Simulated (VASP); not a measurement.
## TiTe2: single point with PBE+D3(BJ)

The system is TiTe2.

```xyz
3
Lattice="3.6973 0.0000 0.0000 -1.8486 3.2019 0.0000 0.0000 0.0000 6.3840" Properties=species:S:1:pos:R:3 pbc="T T T"
Ti    0.0000    0.0000    0.0000
Te    1.8486    1.0673    1.7306
Te    0.0000    2.1346    4.6534
```

```json
{
  "Program": "VASP 6.6.1",
  "Task": "single point",
  "Functional": "PBE",
  "Dispersion": "D3(BJ)",
  "Potentials or basis": "VASP PAW PBE potentials, release 64 (Ti_sv, Te)",
  "Cutoff": "520 eV",
  "k mesh": "18 × 18 × 10",
  "Occupations": "gaussian, width 0.1 eV",
  "Spin": "no spin polarisation"
}
```

- Pressure: 0.0 GPa
- Largest force: 0.011 eV/Å
- Band gap on the k mesh: zero (bands 12 and 13 overlap by 0.84 eV)
- Dispersion energy per atom: -0.522 eV

Forces on the atoms (eV/Å):
```
Ti   0.000  0.000  0.000
Te   0.000  0.000  0.011
Te   0.000  0.000 -0.011
```

Levels at points of the mesh, in eV from the Fermi level:
```tsv
k point	band 10	band 11	band 12	band 13	band 14	band 15
(0.00, 0.00, 0.00)	0.23	0.43	0.43	0.69	1.26	1.26
(0.50, 0.00, 0.00)	-2.54	-1.74	-1.19	-0.06	1.26	1.62
(0.00, 0.00, 0.50)	-1.53	0.41	0.41	0.83	0.83	1.07
(0.50, 0.00, 0.50)	-2.11	-0.95	-0.48	-0.41	1.26	1.61
```

It took 6.4 min on 1 thread of Intel(R) Xeon(R) Platinum 8259CL CPU @ 2.50GHz (Skylake/Cascade Lake), with other jobs on the host, peak memory 0.56 GiB.

Caveat: spin-orbit coupling is left out, which moves the levels of the heavy elements.
